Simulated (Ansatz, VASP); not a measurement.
## One calculation of YS, two programs

```xyz
2
Lattice="0.0549 2.7711 2.7711 2.7711 0.0549 2.7711 2.7711 2.7711 0.0549" Properties=species:S:1:pos:R:3 pbc="T T T"
Y     2.7985    2.7985    2.7985
S     0.0000    0.0000    0.0000
```

Change from the starting cell: equal xy, yz and zx shear strains of +2 %.

Alike in both runs: task single point; functional LDA; k mesh 8 × 8 × 8; occupations fermi-dirac, width 0.01 eV; no spin polarisation.

|  | VASP | Ansatz |
| --- | --- | --- |
| version | VASP 6.6.1 | Ansatz 0.2.0 |
| potentials or method | VASP PAW LDA potentials, release 64 (Y_sv, S), cutoff 520 eV | all-electron LAPW, scalar-relativistic |

```tsv
	VASP	Ansatz	Ansatz less VASP
pressure (GPa)	-3.8	-3.8	-0.04
traceless stress, the component that is largest in VASP (GPa)	-0.39	-0.40	-0.003
```

LDA's correlation is that of Perdew and Zunger in VASP and of Perdew and Wang (1992) in Ansatz. Ansatz ran all-electron here, and VASP with PAW potentials.
